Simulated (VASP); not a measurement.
# Ru: single point with r2SCAN

Ru:

```
Ru
1.0
     0.00000    1.89569    1.89569
     1.89569    0.00000    1.89569
     1.89569    1.89569    0.00000
Ru
1
Cartesian
  0.0000 0.0000 0.0000
```

This isn't the form of Ru at room conditions, which is hcp.

| Item | Value |
| --- | --- |
| Program | VASP 6.6.1 |
| Task | single point |
| Functional | r2SCAN |
| Potentials or basis | VASP PAW PBE potentials, release 64 (Ru_sv) |
| Cutoff | 620 eV |
| k mesh | 8 × 8 × 8 |
| Occupations | gaussian, width 0.1 eV |
| Spin | no spin polarisation |

```
Pressure               : -2.6 GPa
Band gap on the k mesh : zero (bands 8 and 9 overlap by 3.25 eV)
```

Levels at points of the mesh, in eV from the Fermi level:
```tsv
k point	band 4	band 5	band 6	band 7	band 8	band 9	band 10	band 11	band 12	band 13
(0.00, 0.00, 0.00)	-43.63	-8.10	-2.53	-2.53	-2.53	-0.01	-0.01	15.73	21.77	21.77
(0.50, 0.00, 0.00)	-43.78	-6.19	-2.67	-2.67	1.19	1.94	1.94	10.64	15.37	22.15
(0.50, 0.50, 0.00)	-44.04	-6.51	-6.03	1.88	2.48	2.48	3.94	14.22	14.22	14.37
```

Run time: 17 s on 1 thread of AMD EPYC 9R45 96-Core Processor (Zen 5) (shared host), peak memory 0.11 GiB.

Caveat: the PAW data sets were made with another functional, which shifts forces and pressure a little.
